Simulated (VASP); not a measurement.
# NaH (P1) in VASP: a series of runs

Aim: see how the results for NaH move with the level of theory and the settings. Levels: PBE, r2SCAN. Tasks: single point.

Program: VASP 6.6.1. These are calculated values, not measurements. Logs are shortened: lines on timing, memory, paths and dates and some standing lists are left out, and cuts for length are marked.

### Step 1. The cell of the first run

The typed cell holds 2 atoms: a = 3.451 Å, b = 3.451 Å, c = 3.451 Å, α = 60.00°, β = 60.00°, γ = 60.00°.

### Step 2. Single point, PBE

The input, INCAR:

```
SYSTEM = NaH
ALGO     = Normal         ! electronic algorithm
EDIFF    = 1E-6           ! SCF threshold, eV
ENCUT    = 520            ! plane-wave cutoff, eV
GGA      = PE             ! functional
ISIF     = 2              ! what is computed and relaxed
ISMEAR   = 1              ! smearing method
LASPH    = .True.         ! aspherical terms in the spheres
LCHARG   = .False.        ! write CHGCAR
LREAL    = .False.        ! projectors in reciprocal space
LWAVE    = .False.        ! write WAVECAR
NBANDS   = 11             ! bands
NELM     = 80             ! most SCF steps
PREC     = Accurate       ! precision mode
SIGMA    = 0.05           ! smearing width, eV
```

The input, KPOINTS:

```
k-points
0
Gamma
  8 8 8
  0 0 0
```

The input, POSCAR:

```
NaH
1.0
    0.0000000000      2.4400000000      2.4400000000
    2.4400000000      0.0000000000      2.4400000000
    2.4400000000      2.4400000000      0.0000000000
Na H
1 1
Direct
   -0.0125970000      0.0013660000      0.0060060000
    0.5005580000      0.4984190000      0.5048660000
```

Potentials or basis: VASP PAW PBE potentials, release 64 (Na_pv, H).

Command:

```bash
cat potpaw_PBE.64/Na_pv/POTCAR potpaw_PBE.64/H/POTCAR > POTCAR
mpirun -np 1 vasp_std > vasp.out
```

OUTCAR:

```text
SYSTEM = NaH
   EDIFF = 1E-6
   ENCUT = 520
   GGA = PE
   ISIF = 2
   ISMEAR = 1
   LASPH = .True.
   LREAL = .False.
   NELM = 80
   PREC = Accurate

 ion  position               nearest neighbor table
   1  0.987  0.001  0.006-
   2  0.501  0.498  0.505-

  LATTYP: Found a face centered cubic cell.
 ALAT       =     4.8800000000

  Lattice vectors:

 A1 = (   0.0000000000,   2.4400000000,   2.4400000000)
 A2 = (   2.4400000000,   0.0000000000,   2.4400000000)
 A3 = (   2.4400000000,   2.4400000000,   0.0000000000)

Analysis of symmetry for initial positions (statically):
=====================================================================
 Subroutine PRICEL returns:
 Original cell was already a primitive cell.

 Routine SETGRP: Setting up the symmetry group for a
 face centered cubic supercell.

 Subroutine GETGRP returns: Found  1 space group operations
 (whereof  1 operations were pure point group operations)
 out of a pool of 48 trial point group operations.

The static configuration has the point symmetry C_1 .

Analysis of symmetry for dynamics (positions and initial velocities):
=====================================================================
 Subroutine PRICEL returns:
 Original cell was already a primitive cell.

 Routine SETGRP: Setting up the symmetry group for a
 face centered cubic supercell.

 Subroutine GETGRP returns: Found  1 space group operations
 (whereof  1 operations were pure point group operations)
 out of a pool of 48 trial point group operations.

The dynamic configuration has the point symmetry C_1 .

 Subroutine INISYM returns: Found  1 space group operations
 (whereof  1 operations are pure point group operations),
 and found     1 'primitive' translations

----------------------------------------------------------------------------------------

                                     Primitive cell

  volume of cell :      29.0536

  direct lattice vectors                    reciprocal lattice vectors
     0.000000000  2.440000000  2.440000000    -0.204918033  0.204918033  0.204918033
     2.440000000  0.000000000  2.440000000     0.204918033 -0.204918033  0.204918033
     2.440000000  2.440000000  0.000000000     0.204918033  0.204918033 -0.204918033

  length of vectors
     3.450681092  3.450681092  3.450681092     0.354928444  0.354928444  0.354928444
[... 86 lines left out ...]
   NFREE  =      0    steps in history (QN), initial steepest desc. (CG)
   ISIF   =      2    stress and relaxation
   ISYM   =      2    0-nonsym 1-usesym 2-fastsym
   POTIM  = 0.5000    time-step for ionic-motion
   TEBEG  =    0.0;   TEEND  =   0.0 temperature during run
   PSTRESS=    0.0 pullay stress
   NELECT =       8.0000    total number of electrons
   NUPDOWN=      -1.0000    fix difference up-down
   EMIN   =  10.00;   EMAX   =-10.00  energy-range for DOS
   EFERMI =   0.00;   METHOD = LEGACY
   ISMEAR =     1;   SIGMA  =   0.05  broadening in eV -4-tet -1-fermi 0-gaus
   EFERMI_NEDOS =   21; number of points for ismear=-14 and -15
   IALGO  =     38    algorithm
   IMIX   =      4    mixing-type and parameters
     AMIX     =   0.40;   BMIX     =  1.00
     AMIX_MAG =   1.60;   BMIX_MAG =  1.00
  volume/ion in A,a.u.               =      14.53        98.03
  Fermi-wavevector in a.u.,A,eV,Ry     =   1.065054  2.012660 15.433636  1.134340
  Thomas-Fermi vector in A             =   2.200593
   LORBIT       =      0    0 simple, 1 ext, 2 COOP (PROOUT), +10 PAW based schemes
   GGA     = PE    functional components
   LHFCALC =     F    Hartree Fock is set to
   AEXX    =    0.0000 exact exchange contribution
   IVDW    =     0    specifies the selected vdW correction
   LEPSILON=     F    determine dielectric tensor
   LRPA    =     F    only Hartree local field effects (RPA)
 non-spin polarized calculation
 Methfessel and Paxton  Order N= 1 SIGMA  =   0.05
  energy-cutoff  :      520.00
  volume of cell :       29.05
 maximum number of plane-waves:       817
 NGX is ok and might be reduce to    28
   NGX = 13   NGY = 13   NGZ = 13

 number of electron       7.9999999 magnetization

 Free energy of the ion-electron system (eV)
  ---------------------------------------------------
  ext. energy  EPLUGINS =         0.00000000
  ---------------------------------------------------
  free energy    TOTEN  =        -5.08538843 eV

  energy without entropy =       -5.08542651  energy(sigma->0) =       -5.08540113

 E-fermi :  -1.1634     XC(G=0):  -7.6720

 val. band max:       -1.2050658821   @ k =  -0.2500   0.5000   0.2500
 cond. band min:       2.5058957442   @ k =   0.5000   0.0000   0.0000
 fundamental gap:      3.7109616262
 Fermi energy:        -1.1634486392

 k-point     1 :       0.0000    0.0000    0.0000
  band No.  band energies     occupation
      1     -23.3594      2.00000
      2     -23.3592      2.00000
      3     -23.3591      2.00000
      4      -4.7403      2.00000
      5       8.9553      0.00000
      6      14.1722      0.00000
      7      14.1752      0.00000
      8      14.1800      0.00000
      9      14.9687      0.00000
     10      14.9744      0.00000
     11      14.9833      0.00000
[... 309 lines left out ...]
 k-point    24 :       0.1250    0.1250   -0.1250
  band No.  band energies     occupation
      1     -23.3934      2.00000
      2     -23.3680      2.00000
      3     -23.3667      2.00000
      4      -3.8147      2.00000
      5       6.5564      0.00000
      6       9.7299      0.00000
      7      11.4198      0.00000
      8      13.3465      0.00000
      9      14.4942      0.00000
     10      16.6513      0.00000
     11      18.3026      0.00000

 [... further k-points ...]

------------------------ aborting loop because EDIFF is reached ----------------------------------------

  FORCE on cell =-STRESS in cart. coord.  units (eV):
  Direction    XX          YY          ZZ          XY          YZ          ZX
  --------------------------------------------------------------------------------------
  -------------------------------------------------------------------------------------
  Total       -0.1245162     -0.1203626     -0.1216741      0.0002149     -0.0008328      0.0003983
  in kB       -6.8665234     -6.6374690     -6.7097961      0.0118493     -0.0459255      0.0219659
  external PRESSURE =      -6.7379295 kB  Pullay stress =       0.0000000 kB

 VOLUME and BASIS-vectors are now :
 -----------------------------------------------------------------------------
  energy-cutoff  :      520.00
  volume of cell :       29.05
      direct lattice vectors                 reciprocal lattice vectors
     0.000000000  2.440000000  2.440000000    -0.204918033  0.204918033  0.204918033
     2.440000000  0.000000000  2.440000000     0.204918033 -0.204918033  0.204918033
     2.440000000  2.440000000  0.000000000     0.204918033  0.204918033 -0.204918033

 POSITION                                       TOTAL-FORCE (eV/Angst)
 -----------------------------------------------------------------------------------
      0.01799      2.42392      2.41260        -0.007667      0.022689      0.019198
      2.44802      2.45323      2.43750         0.007667     -0.022689     -0.019198
 -----------------------------------------------------------------------------------
    total drift:                               -0.000009      0.000026     -0.000040

  FREE ENERGIE OF THE ION-ELECTRON SYSTEM (eV)
  ---------------------------------------------------
  free  energy   TOTEN  =        -5.0853884349 eV

  energy  without entropy=       -5.0854265138  energy(sigma->0) =       -5.08540113
```

OSZICAR:

```text
N       E                     dE             d eps       ncg     rms          rms(c)
DAV:   1     0.337923407687E+02    0.33792E+02   -0.44762E+03  5735   0.772E+02
DAV:   2    -0.430998511107E+01   -0.38102E+02   -0.37561E+02  5950   0.187E+02
DAV:   3    -0.550297432744E+01   -0.11930E+01   -0.11913E+01  6849   0.316E+01
DAV:   4    -0.551083825244E+01   -0.78639E-02   -0.78630E-02  6604   0.260E+00
DAV:   5    -0.551091075454E+01   -0.72502E-04   -0.72501E-04  6528   0.255E-01    0.317E+00
DAV:   6    -0.517104665190E+01    0.33986E+00   -0.33421E-01  6603   0.272E+00    0.146E+00
DAV:   7    -0.508053181529E+01    0.90515E-01   -0.32415E-01  6440   0.210E+00    0.356E-01
DAV:   8    -0.508548677218E+01   -0.49550E-02   -0.10314E-02  6233   0.940E-01    0.700E-02
DAV:   9    -0.508539613651E+01    0.90636E-04   -0.12174E-03  6794   0.359E-01    0.231E-02
DAV:  10    -0.508538451999E+01    0.11617E-04   -0.65261E-05  6564   0.506E-02    0.444E-03
DAV:  11    -0.508538840169E+01   -0.38817E-05   -0.63675E-06  6347   0.112E-02    0.315E-03
DAV:  12    -0.508538843485E+01   -0.33164E-07   -0.22775E-07  4126   0.325E-03
   1 F= -.50853884E+01 E0= -.50854011E+01  d E =0.380789E-04
```

stdout:

```text
POSCAR found type information on POSCAR NaH
 POSCAR found :  2 types and       2 ions
 scaLAPACK will be used
 LDA part: xc-table for (Slater+PW92), standard interpolation
 POSCAR, INCAR and KPOINTS ok, starting setup
 FFT: planning ... GRIDC
 FFT: planning ... GRID_SOFT
 FFT: planning ... GRID
 WAVECAR not read
 entering main loop
```

Wall time 65 s (1 thread of Intel Xeon Platinum 8259CL at 2.50GHz (Skylake/Cascade Lake), shared host); peak memory 0.21 GiB.

Results:

```
Free energy            : -5.0854 eV
Pressure               : -0.7 GPa
Largest force          : 0.031 eV/Å
Band gap on the k mesh : 3.71 eV, indirect (least direct gap 4.55 eV)
```

Forces in eV/Å, atoms in the order of the input:
```
Na  -0.008  0.023  0.019
H    0.008 -0.023 -0.019
```

A k mesh can miss the band edges.

### Step 3. Single point, r2SCAN

POSCAR is that of step 2.

The input, INCAR.step1:

```
SYSTEM = NaH
ALGO = Normal ; EDIFF = 1E-4
ENCUT = 520 ; GGA = PE
ISMEAR = 1 ; LASPH = .True.
LCHARG = .False. ; LREAL = .False.
LWAVE = .True. ; NBANDS = 11
NELM = 100 ; PREC = Accurate
SIGMA = 0.05
```

The input, INCAR.step2:

```
SYSTEM = NaH
ALGO = Normal ; EDIFF = 1E-7
ENCUT = 520 ; ISIF = 2
ISMEAR = 1 ; ISTART = 1
LASPH = .True. ; LCHARG = .False.
LMIXTAU = .True. ; LREAL = .False.
LWAVE = .False. ; METAGGA = R2SCAN
NBANDS = 11 ; NELM = 100
PREC = Accurate ; SIGMA = 0.05
```

The input, KPOINTS:

```
k-points
0
Gamma
  7 7 7
  0 0 0
```

Potentials or basis: VASP PAW PBE potentials, release 64 (Na_pv, H).

Command:

```bash
cat potpaw_PBE.64/Na_pv/POTCAR potpaw_PBE.64/H/POTCAR > POTCAR
cp INCAR.step1 INCAR
mpirun -np 1 vasp_std > vasp.out
cp INCAR.step2 INCAR
mpirun -np 1 vasp_std > vasp.out
```

OUTCAR:

```text
SYSTEM = NaH
   EDIFF = 1E-7
   ENCUT = 520
   ISIF = 2
   ISMEAR = 1
   ISTART = 1
   LASPH = .True.
   LREAL = .False.
   METAGGA = R2SCAN
   NELM = 100
   PREC = Accurate

 ion  position               nearest neighbor table
   1  0.987  0.001  0.006-
   2  0.501  0.498  0.505-

  LATTYP: Found a face centered cubic cell.
 ALAT       =     4.8800000000

  Lattice vectors:

 A1 = (   0.0000000000,   2.4400000000,   2.4400000000)
 A2 = (   2.4400000000,   0.0000000000,   2.4400000000)
 A3 = (   2.4400000000,   2.4400000000,   0.0000000000)

Analysis of symmetry for initial positions (statically):
=====================================================================
 Subroutine PRICEL returns:
 Original cell was already a primitive cell.

 Routine SETGRP: Setting up the symmetry group for a
 face centered cubic supercell.

 Subroutine GETGRP returns: Found  1 space group operations
 (whereof  1 operations were pure point group operations)
 out of a pool of 48 trial point group operations.

The static configuration has the point symmetry C_1 .

Analysis of symmetry for dynamics (positions and initial velocities):
=====================================================================
 Subroutine PRICEL returns:
 Original cell was already a primitive cell.

 Routine SETGRP: Setting up the symmetry group for a
 face centered cubic supercell.

 Subroutine GETGRP returns: Found  1 space group operations
 (whereof  1 operations were pure point group operations)
 out of a pool of 48 trial point group operations.

The dynamic configuration has the point symmetry C_1 .

 Subroutine INISYM returns: Found  1 space group operations
 (whereof  1 operations are pure point group operations),
 and found     1 'primitive' translations

----------------------------------------------------------------------------------------

[... 118 lines left out ...]
   LHFCALC =     F    Hartree Fock is set to
   AEXX    =    0.0000 exact exchange contribution
   IVDW    =     0    specifies the selected vdW correction
   LEPSILON=     F    determine dielectric tensor
   LRPA    =     F    only Hartree local field effects (RPA)
 non-spin polarized calculation
 Methfessel and Paxton  Order N= 1 SIGMA  =   0.05
  energy-cutoff  :      520.00
  volume of cell :       29.05
 maximum number of plane-waves:       801
 NGX is ok and might be reduce to    28
   NGX = 13   NGY = 13   NGZ = 13

 number of electron       7.9999999 magnetization

 Free energy of the ion-electron system (eV)
  ---------------------------------------------------
  ext. energy  EPLUGINS =         0.00000000
  ---------------------------------------------------
  free energy    TOTEN  =        -7.59415389 eV

  energy without entropy =       -7.59446574  energy(sigma->0) =       -7.59425784

 E-fermi :  -1.5816     XC(G=0):  -8.0311

 val. band max:       -1.6204728163   @ k =  -0.2857   0.4286   0.2857
 cond. band min:       3.1580661002   @ k =   0.4286   0.0000   0.0000
 fundamental gap:      4.7785389165
 Fermi energy:        -1.5816455196

 k-point     1 :       0.0000    0.0000    0.0000
  band No.  band energies     occupation
      1     -24.4957      2.00000
      2     -24.4953      2.00000
      3     -24.4952      2.00000
      4      -5.0116      2.00000
      5       9.6288      0.00000
      6      14.5792      0.00000
      7      14.5833      0.00000
      8      14.5893      0.00000
      9      15.4420      0.00000
     10      15.4491      0.00000
     11      15.4595      0.00000
[... 309 lines left out ...]
 k-point    24 :       0.2857    0.2857    0.1429
  band No.  band energies     occupation
      1     -24.5349      2.00000
      2     -24.5053      2.00000
      3     -24.5043      2.00000
      4      -3.8197      2.00000
      5       6.3687      0.00000
      6       9.6017      0.00000
      7      11.4963      0.00000
      8      13.5975      0.00000
      9      14.9092      0.00000
     10      17.5978      0.00000
     11      18.9783      0.00000

 [... further k-points ...]

------------------------ aborting loop because EDIFF is reached ----------------------------------------

  FORCE on cell =-STRESS in cart. coord.  units (eV):
  Direction    XX          YY          ZZ          XY          YZ          ZX
  --------------------------------------------------------------------------------------
  -------------------------------------------------------------------------------------
  Total       -0.2345717     -0.2347434     -0.2321100     -0.0000003      0.0007428      0.0008434
  in kB      -12.9356017    -12.9450754    -12.7998549     -0.0000185      0.0409604      0.0465081
  external PRESSURE =     -12.8935107 kB  Pullay stress =       0.0000000 kB

 VOLUME and BASIS-vectors are now :
 -----------------------------------------------------------------------------
  energy-cutoff  :      520.00
  volume of cell :       29.05
      direct lattice vectors                 reciprocal lattice vectors
     0.000000000  2.440000000  2.440000000    -0.204918033  0.204918033  0.204918033
     2.440000000  0.000000000  2.440000000     0.204918033 -0.204918033  0.204918033
     2.440000000  2.440000000  0.000000000     0.204918033  0.204918033 -0.204918033

 POSITION                                       TOTAL-FORCE (eV/Angst)
 -----------------------------------------------------------------------------------
      0.01799      2.42392      2.41260        -0.007950      0.025725      0.020873
      2.44802      2.45323      2.43750         0.007950     -0.025725     -0.020873
 -----------------------------------------------------------------------------------
    total drift:                                0.001265      0.000743     -0.001144

  FREE ENERGIE OF THE ION-ELECTRON SYSTEM (eV)
  ---------------------------------------------------
  free  energy   TOTEN  =        -7.5941538888 eV

  energy  without entropy=       -7.5944657407  energy(sigma->0) =       -7.59425784
```

OUTCAR.step1:

```text
SYSTEM = NaH
   EDIFF = 1E-4
   ENCUT = 520
   GGA = PE
   ISMEAR = 1
   LASPH = .True.
   LREAL = .False.
[... 557 lines left out ...]
      0.01799      2.42392      2.41260        -0.007615      0.022547      0.019081
      2.44802      2.45323      2.43750         0.007615     -0.022547     -0.019081
 -----------------------------------------------------------------------------------
    total drift:                                0.000095     -0.000273     -0.000289

  FREE ENERGIE OF THE ION-ELECTRON SYSTEM (eV)
  ---------------------------------------------------
  free  energy   TOTEN  =        -5.0851622579 eV

  energy  without entropy=       -5.0854674400  energy(sigma->0) =       -5.08526399
```

OSZICAR.step1:

```text
N       E                     dE             d eps       ncg     rms          rms(c)
DAV:   1     0.346649963091E+02    0.34665E+02   -0.44769E+03  3808   0.788E+02
DAV:   2    -0.425672233528E+01   -0.38922E+02   -0.38275E+02  3923   0.189E+02
DAV:   3    -0.550240416730E+01   -0.12457E+01   -0.12442E+01  4532   0.321E+01
DAV:   4    -0.551060321171E+01   -0.81990E-02   -0.81981E-02  4367   0.263E+00
DAV:   5    -0.551067358189E+01   -0.70370E-04   -0.70369E-04  4355   0.253E-01    0.317E+00
DAV:   6    -0.517081281154E+01    0.33986E+00   -0.33709E-01  4412   0.272E+00    0.146E+00
DAV:   7    -0.508029502829E+01    0.90518E-01   -0.32556E-01  4282   0.210E+00    0.355E-01
DAV:   8    -0.508526567310E+01   -0.49706E-02   -0.10345E-02  4018   0.944E-01    0.699E-02
DAV:   9    -0.508517431450E+01    0.91359E-04   -0.12173E-03  4399   0.360E-01    0.231E-02
DAV:  10    -0.508516225791E+01    0.12057E-04   -0.62489E-05  2511   0.504E-02
   1 F= -.50851623E+01 E0= -.50852640E+01  d E =0.305182E-03
```

Wall time 3.5 min (1 thread of Intel Xeon Platinum 8259CL at 2.50GHz (Skylake/Cascade Lake), shared host); peak memory 0.19 GiB.

Results:

```
Free energy            : -7.5942 eV
Pressure               : -1.3 GPa
Largest force          : 0.034 eV/Å
Band gap on the k mesh : 4.78 eV, indirect (least direct gap 5.38 eV)
```

Forces on the atoms (eV/Å):
```
Na  -0.008  0.026  0.021
H    0.008 -0.026 -0.021
```

Caveat: the PAW data sets were made with another functional, which shifts forces and pressure a little. A k mesh can miss the band edges.
